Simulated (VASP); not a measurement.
# ZrS2 (P-3m1) in VASP: further runs

ZrS2 is run at these levels: PBE+D3(BJ)+U, PBE+D3(BJ); tasks: single point.

Program: VASP 6.6.1. These are calculated values, not measurements. Logs are shortened: lines on timing, memory, paths and dates and some standing lists are left out, and cuts for length are marked.

### 1 The cell of the first run

The structure is trigonal, space group P-3m1 (No. 164). The conventional cell has a = 3.920 Å, b = 3.920 Å, c = 6.084 Å, α = 90.00°, β = 90.00°, γ = 120.00°. Zr (site symmetry -3m) has 6 S at 2.72 Å within 3.6 Å. Within 3.6 Å of S (site symmetry 3m) lie 3 Zr at 2.72 Å.

### 2 Single point, PBE+D3(BJ)+U

Input file INCAR:

```
SYSTEM = ZrS2
PREC     = Accurate       ! precision mode
ENCUT    = 500            ! plane-wave cutoff, eV
EDIFF    = 1E-6           ! SCF threshold, eV
ISMEAR   = 0              ! smearing method
SIGMA    = 0.05           ! smearing width, eV
LREAL    = .False.        ! projectors in reciprocal space
LASPH    = .True.         ! aspherical terms in the spheres
NELM     = 200            ! most SCF steps
ALGO     = Normal         ! electronic algorithm
ISIF     = 2              ! what is computed and relaxed
LWAVE    = .False.        ! write WAVECAR
LCHARG   = .False.        ! write CHGCAR
LMAXMIX  = 4              ! l up to which the mixer works
LDAU     = .True.         ! DFT+U
LDAUTYPE = 2            
LDAUL    = 2 -1           ! shell
LDAUU    = 4 0            ! U, eV
LDAUJ    = 0 0          
LDAUPRINT= 1            
GGA      = PE             ! functional
IVDW     = 12             ! dispersion correction
NBANDS   = 19             ! bands
GGA_COMPAT= .False.
```

Input file KPOINTS:

```
Automatic mesh
0
Gamma
  12 12 6
  0 0 0
```

Input file POSCAR:

```
ZrS2
1.0
    3.9203989638      0.0000000000      0.0000000000
   -1.9601994819      3.3951650956      0.0000000000
    0.0000000000      0.0000000000      6.0840000000
Zr S
1 2
Direct
    0.0000000000      0.0000000000      0.0000000000
    0.3333333333      0.6666666667      0.2492000000
    0.6666666667      0.3333333333      0.7508000000
```

Potentials or basis: VASP PAW PBE potentials, release 64 (Zr_sv, S).

Started as:

```console
cat potpaw_PBE.64/Zr_sv/POTCAR potpaw_PBE.64/S/POTCAR > POTCAR
mpirun -np 1 vasp_std > vasp.out
```

OUTCAR:

```text
SYSTEM = ZrS2
   PREC = Accurate
   ENCUT = 500
   EDIFF = 1E-6
   ISMEAR = 0
   LREAL = .False.
   LASPH = .True.
   NELM = 200
   ISIF = 2
   GGA = PE
   IVDW = 12
 IVDW          = 12

 ion  position               nearest neighbor table
   1  0.000  0.000  0.000-   2 2.72   3 2.72   2 2.72   3 2.72   3 2.72   2 2.72
   2  0.333  0.667  0.249-   1 2.72   1 2.72   1 2.72
   3  0.667  0.333  0.751-   1 2.72   1 2.72   1 2.72

  LATTYP: Found a hexagonal cell.
 ALAT       =     3.9203989638
 C/A-ratio  =     1.5518828712

  Lattice vectors:

 A1 = (   3.9203989638,   0.0000000000,   0.0000000000)
 A2 = (  -1.9601994819,   3.3951650956,   0.0000000000)
 A3 = (   0.0000000000,   0.0000000000,   6.0840000000)

Analysis of symmetry for initial positions (statically):
=====================================================================
 Subroutine PRICEL returns:
 Original cell was already a primitive cell.

 Routine SETGRP: Setting up the symmetry group for a
 hexagonal supercell.

 Subroutine GETGRP returns: Found 12 space group operations
 (whereof 12 operations were pure point group operations)
 out of a pool of 24 trial point group operations.

The static configuration has the point symmetry D_3d.

Analysis of symmetry for dynamics (positions and initial velocities):
=====================================================================
 Subroutine PRICEL returns:
 Original cell was already a primitive cell.

 Routine SETGRP: Setting up the symmetry group for a
 hexagonal supercell.

 Subroutine GETGRP returns: Found 12 space group operations
 (whereof 12 operations were pure point group operations)
 out of a pool of 24 trial point group operations.

The dynamic configuration has the point symmetry D_3d.

 Subroutine INISYM returns: Found 12 space group operations
 (whereof 12 operations are pure point group operations),
 and found     1 'primitive' translations

----------------------------------------------------------------------------------------

                                     Primitive cell

  volume of cell :      80.9805

  direct lattice vectors                    reciprocal lattice vectors
     3.920398964  0.000000000  0.000000000     0.255076080  0.147268243  0.000000000
    -1.960199482  3.395165096  0.000000000     0.000000000  0.294536487  0.000000000
     0.000000000  0.000000000  6.084000000     0.000000000  0.000000000  0.164365549

  length of vectors
     3.920398964  3.920398964  6.084000000     0.294536487  0.294536487  0.164365549

  position of ions in fractional coordinates (direct lattice)
     0.000000000  0.000000000  0.000000000
     0.333333333  0.666666667  0.249200000
     0.666666667  0.333333333  0.750800000

  ion indices of the primitive-cell ions
   primitive index   ion index
                 1           1
                 2           2
                 3           3

----------------------------------------------------------------------------------------

 KPOINTS: Automatic mesh

Automatic generation of k-mesh.
 Grid dimensions read from file:
 generate k-points for:   12   12    6

 Generating k-lattice:

  Cartesian coordinates                     Fractional coordinates (reciprocal lattice)
     0.021256340  0.012272354  0.000000000     0.083333333  0.000000000  0.000000000
     0.000000000  0.024544707  0.000000000     0.000000000  0.083333333  0.000000000
     0.000000000  0.000000000  0.027394258     0.000000000  0.000000000  0.166666667

  Length of vectors
     0.024544707  0.024544707  0.027394258

  Shift w.r.t. Gamma in fractional coordinates (k-lattice)
[... 40 lines left out ...]
   NGX,Y,Z   is equivalent  to a cutoff of  12.72, 12.72, 13.12 a.u.
   NGXF,Y,Z  is equivalent  to a cutoff of  25.44, 25.44, 26.23 a.u.
 SYSTEM =  ZrS2
   PREC   = accura    normal or accurate (medium, high low for compatibility)
   ISTART =      0    job   : 0-new  1-cont  2-samecut
   ICHARG =      2    charge: 1-file 2-atom 10-const
   ISPIN  =      1    spin polarized calculation?
   LNONCOLLINEAR =      F non collinear calculations
   LSORBIT =      F    spin-orbit coupling
   LASPH  =      T    aspherical Exc in radial PAW
   ENCUT  =  500.0 eV  36.75 Ry    6.06 a.u.   7.15  7.15 11.09*2*pi/ulx,y,z
   NELM   =    200;   NELMIN=  2; NELMDL= -5     # of ELM steps
   EDIFF  = 0.1E-05   stopping-criterion for ELM
   LREAL  =      F    real-space projection
   EDIFFG = 0.1E-04   stopping-criterion for IOM
   NSW    =      0    number of steps for IOM
   IBRION =     -1    ionic relax: 0-MD 1-quasi-New 2-CG
   NFREE  =      0    steps in history (QN), initial steepest desc. (CG)
   ISIF   =      2    stress and relaxation
   ISYM   =      2    0-nonsym 1-usesym 2-fastsym
   POTIM  = 0.5000    time-step for ionic-motion
   TEBEG  =    0.0;   TEEND  =   0.0 temperature during run
   PSTRESS=    0.0 pullay stress
   NELECT =      24.0000    total number of electrons
   NUPDOWN=      -1.0000    fix difference up-down
   EMIN   =  10.00;   EMAX   =-10.00  energy-range for DOS
   EFERMI =   0.00;   METHOD = LEGACY
   ISMEAR =     0;   SIGMA  =   0.05  broadening in eV -4-tet -1-fermi 0-gaus
   EFERMI_NEDOS =   21; number of points for ismear=-14 and -15
   IALGO  =     38    algorithm
   IMIX   =      4    mixing-type and parameters
     AMIX     =   0.40;   BMIX     =  1.00
     AMIX_MAG =   1.60;   BMIX_MAG =  1.00
  volume/ion in A,a.u.               =      26.99       182.16
  Fermi-wavevector in a.u.,A,eV,Ry     =   1.091487  2.062611 16.209209  1.191343
  Thomas-Fermi vector in A             =   2.227733
   LORBIT       =      0    0 simple, 1 ext, 2 COOP (PROOUT), +10 PAW based schemes
 LDA+U is selected, type is set to LDAUTYPE =  2
   angular momentum for each species LDAUL =     2   -1
   U (eV)           for each species LDAUU =   4.0  0.0
   J (eV)           for each species LDAUJ =   0.0  0.0
   GGA     = PE    functional components
   LHFCALC =     F    Hartree Fock is set to
   AEXX    =    0.0000 exact exchange contribution
   IVDW    =    12    specifies the selected vdW correction
   LEPSILON=     F    determine dielectric tensor
   LRPA    =     F    only Hartree local field effects (RPA)
 non-spin polarized calculation
 Gauss-broadening in eV      SIGMA  =   0.05
  energy-cutoff  :      500.00
  volume of cell :       80.98
 maximum number of plane-waves:      2091
 NGX is ok and might be reduce to    30
   NGX = 15   NGY = 15   NGZ = 23

atom =   1  type =  1  l = 2

 onsite density matrix

spin component  1

  0.1078  0.0000 -0.0000 -0.0671  0.0000
  0.0000  0.1411  0.0000  0.0000 -0.0671
 -0.0000  0.0000  0.0541  0.0000 -0.0000
 -0.0671  0.0000  0.0000  0.1411  0.0000
  0.0000 -0.0671 -0.0000  0.0000  0.1078

spin component  2

  0.1078  0.0000 -0.0000 -0.0671  0.0000
  0.0000  0.1411  0.0000  0.0000 -0.0671
 -0.0000  0.0000  0.0541  0.0000 -0.0000
 -0.0671  0.0000  0.0000  0.1411  0.0000
  0.0000 -0.0671 -0.0000  0.0000  0.1078

 occupancies and eigenvectors

  o =  0.0541  v =  0.0000 -0.0000 -1.0000  0.0000 -0.0000  0.0000  0.0000  0.0000  0.0000  0.0000      0.0000  0.0000  0.0000  0.0000  0.0000  0.0000  0.0000  0.0000  0.0000  0.0000
  o =  0.0541  v =  0.0000  0.0000  0.0000  0.0000  0.0000  0.0000 -0.0000 -1.0000  0.0000 -0.0000      0.0000  0.0000  0.0000  0.0000  0.0000  0.0000  0.0000  0.0000  0.0000  0.0000
  o =  0.0553  v =  0.0000  0.6161 -0.0000  0.0000  0.7877  0.0000  0.0000  0.0000  0.0000  0.0000      0.0000  0.0000  0.0000  0.0000  0.0000  0.0000  0.0000  0.0000  0.0000  0.0000
  o =  0.0553  v =  0.0000  0.0000  0.0000  0.0000  0.0000  0.0000  0.6161 -0.0000  0.0000  0.7877      0.0000  0.0000  0.0000  0.0000  0.0000  0.0000  0.0000  0.0000  0.0000  0.0000
  o =  0.0553  v =  0.0000  0.0000  0.0000  0.0000  0.0000 -0.7877  0.0000 -0.0000 -0.6161  0.0000      0.0000  0.0000  0.0000  0.0000  0.0000  0.0000  0.0000  0.0000  0.0000  0.0000
  o =  0.0553  v = -0.7877  0.0000 -0.0000 -0.6161  0.0000  0.0000  0.0000  0.0000  0.0000  0.0000      0.0000  0.0000  0.0000  0.0000  0.0000  0.0000  0.0000  0.0000  0.0000  0.0000
  o =  0.1936  v =  0.0000  0.0000  0.0000  0.0000  0.0000  0.0000 -0.7877 -0.0000  0.0000  0.6161      0.0000  0.0000  0.0000  0.0000  0.0000  0.0000  0.0000  0.0000  0.0000  0.0000
  o =  0.1936  v =  0.0000 -0.7877 -0.0000  0.0000  0.6161  0.0000  0.0000  0.0000  0.0000  0.0000      0.0000  0.0000  0.0000  0.0000  0.0000  0.0000  0.0000  0.0000  0.0000  0.0000
  o =  0.1936  v = -0.6161  0.0000  0.0000  0.7877 -0.0000  0.0000  0.0000  0.0000  0.0000  0.0000      0.0000  0.0000  0.0000  0.0000  0.0000  0.0000  0.0000  0.0000  0.0000  0.0000
  o =  0.1936  v =  0.0000  0.0000  0.0000  0.0000  0.0000 -0.6161  0.0000  0.0000  0.7877 -0.0000      0.0000  0.0000  0.0000  0.0000  0.0000  0.0000  0.0000  0.0000  0.0000  0.0000

 number of electron      23.9999997 magnetization

 Free energy of the ion-electron system (eV)
  ---------------------------------------------------
  ext. energy  EPLUGINS =         0.00000000
  ---------------------------------------------------
  free energy    TOTEN  =       -18.89629613 eV

  energy without entropy =      -18.89629613  energy(sigma->0) =      -18.89629613

 E-fermi :   3.6134     XC(G=0):  -8.8569

 val. band max:        3.3444852314   @ k =   0.0000   0.0000   0.0000
 cond. band min:       4.6774380663   @ k =   0.5000   0.0000   0.5000
 fundamental gap:      1.3329528349
 Fermi energy:         3.6134371655

 k-point     1 :       0.0000    0.0000    0.0000
  band No.  band energies     occupation
      1     -47.4019      2.00000
      2     -25.2928      2.00000
      3     -25.1966      2.00000
      4     -25.1966      2.00000
      5      -8.8011      2.00000
      6      -7.7158      2.00000
[... 505 lines left out ...]
      6      -7.7908      2.00000
[... 11 lines left out ...]
     18       9.1825      0.00000
     19       9.8309      0.00000

 [... further k-points ...]

------------------------ aborting loop because EDIFF is reached ----------------------------------------

 Edisp (eV)   -0.86574

 E8    (eV) :    -0.3665

  FORCE on cell =-STRESS in cart. coord.  units (eV):
  Direction    XX          YY          ZZ          XY          YZ          ZX
  --------------------------------------------------------------------------------------
  -------------------------------------------------------------------------------------
  Total      -5.83095    -5.83095    -4.36336     0.00000     0.00000     0.00000
  in kB    -115.36370  -115.36370   -86.32794     0.00000     0.00000     0.00000
  external pressure =     -105.69 kB  Pullay stress =        0.00 kB

 VOLUME and BASIS-vectors are now :
 -----------------------------------------------------------------------------
  energy-cutoff  :      500.00
  volume of cell :       80.98
      direct lattice vectors                 reciprocal lattice vectors
     3.920398964  0.000000000  0.000000000     0.255076080  0.147268243  0.000000000
    -1.960199482  3.395165096  0.000000000     0.000000000  0.294536487  0.000000000
     0.000000000  0.000000000  6.084000000     0.000000000  0.000000000  0.164365549

 POSITION                                       TOTAL-FORCE (eV/Angst)
 -----------------------------------------------------------------------------------
      0.00000      0.00000      0.00000        -0.000000      0.000000      0.000000
     -0.00000      2.26344      1.51613         0.000000      0.000000     -1.291288
      1.96020      1.13172      4.56787        -0.000000     -0.000000      1.291288
 -----------------------------------------------------------------------------------
    total drift:                                0.000000     -0.000000      0.000000

  FREE ENERGIE OF THE ION-ELECTRON SYSTEM (eV)
  ---------------------------------------------------
  free  energy   TOTEN  =       -19.7620317388 eV

  energy  without entropy=      -19.7620317388  energy(sigma->0) =      -19.76203174
```

Run time: 1.8 min. Hardware: 1 thread of Oxide Virtual Turin-like, shared host; peak memory 0.26 GiB.

What came out:

| Quantity | Value |
| --- | --- |
| Free energy | -19.7620 eV |
| Pressure | -10.6 GPa |
| Largest force | 1.291 eV/Å |
| Band gap on the k mesh | 1.33 eV (least direct gap 1.86 eV) |
| Dispersion energy per atom | -0.289 eV |

Forces on the atoms (eV/Å):
```
Zr   0.000  0.000  0.000
S    0.000  0.000 -1.291
S    0.000  0.000  1.291
```

Eigenvalues of the final occupation matrices:
```tsv
site	spin	trace	eigenvalues
site 1 d	1	0.55	0.05 0.06 0.06 0.19 0.19
site 1 d	2	0.55	0.05 0.06 0.06 0.19 0.19
```

Caveat: the cell stands under tension; forces of over 1 eV/Å act on the atoms, so gaps and moduli don't describe the material at rest.

### 3 Single point, PBE+D3(BJ), collinear spin

This run uses another cell than the first one, of 18.87 Å³/atom.

Input file INCAR:

```
  PREC = Accurate
  ENCUT = 500
  EDIFF = 1E-6
  ISMEAR = 0
  SIGMA = 0.05
  LREAL = False
  LASPH = True
  NELM = 200
  ALGO = Normal
  ISIF = 2
  LWAVE = False
  LCHARG = False
  ISPIN = 2
  MAGMOM = 2 3 2
  LORBIT = 11
  LMAXMIX = 4
  GGA = PE
  IVDW = 12
  NBANDS = 23
  GGA_COMPAT = False
```

Input file KPOINTS:

```
regular mesh
0
Gamma
  12 12 6
```

Input file POSCAR:

```
ZrS2
1.0
    3.4847990789      0.0000000000      0.0000000000
   -1.7423995395      3.0179245294      0.0000000000
    0.0000000000      0.0000000000      5.3820000000
Zr S
1 2
Direct
    0.0000000000      0.0000000000      0.0000000000
    0.3333333333      0.6666666667      0.2492000000
    0.6666666667      0.3333333333      0.7508000000
```

Potentials or basis: VASP PAW PBE potentials, release 64 (Zr_sv, S).

Started as:

```console
cat potpaw_PBE.64/Zr_sv/POTCAR potpaw_PBE.64/S/POTCAR > POTCAR
mpirun -np 1 vasp_std > vasp.out
```

Run time: 2.7 min. Hardware: 1 thread of Oxide Virtual Turin-like, shared host; peak memory 0.3 GiB.

The run converged. Its results:

- Free energy: -21.8368 eV
- Pressure: 21.9 GPa
- Largest force: 2.618 eV/Å
- Band gap on the k mesh: 0.61 eV (least direct gap 1.33 eV)
- Net moment: 0.00 μB per cell
- Valence electrons inside the program's atomic spheres: Zr 9.96; S 3.85
- Dispersion energy per atom: -0.424 eV

Forces in eV/Å, atoms in the order of the input:
```
Zr   0.000  0.000  0.000
S    0.000  0.000  2.618
S    0.000  0.000 -2.618
```

Stress tensor (GPa, compression positive):
```
22.23  0.00  0.00
 0.00 22.23  0.00
 0.00  0.00 21.38
```

Levels at points of the mesh, in eV from the valence-band top:
Spin up:
```tsv
k point	band 10	band 11	band 12	band 13	band 14	band 15
(0.00, 0.00, 0.00)	-0.27	-0.27	0.00	1.33	1.33	2.50
(0.50, 0.00, 0.00)	-3.02	-2.49	-1.68	0.94	3.57	3.94
(0.00, 0.00, 0.50)	-2.52	-0.52	-0.52	1.24	1.24	3.08
(0.50, 0.00, 0.50)	-2.87	-1.20	-0.86	0.61	3.53	3.95
```
Spin down:
```tsv
k point	band 8	band 9	band 10	band 11	band 12	band 13	band 14	band 15	band 16	band 17
(0.00, 0.00, 0.00)	-3.76	-3.76	-0.27	-0.27	0.00	1.33	1.33	2.50	5.35	5.35
(0.50, 0.00, 0.00)	-3.31	-3.23	-3.02	-2.49	-1.68	0.94	3.57	3.94	6.69	6.75
(0.00, 0.00, 0.50)	-3.69	-3.69	-2.52	-0.52	-0.52	1.24	1.24	3.08	6.16	6.16
(0.50, 0.00, 0.50)	-4.06	-3.49	-2.87	-1.20	-0.86	0.61	3.53	3.95	5.42	5.77
```

Caveat: the cell stands under pressure; semilocal functionals underestimate gaps, and a narrow one can read as zero; forces of over 1 eV/Å act on the atoms, so gaps and moduli don't describe the material at rest. A k mesh can miss the band edges.
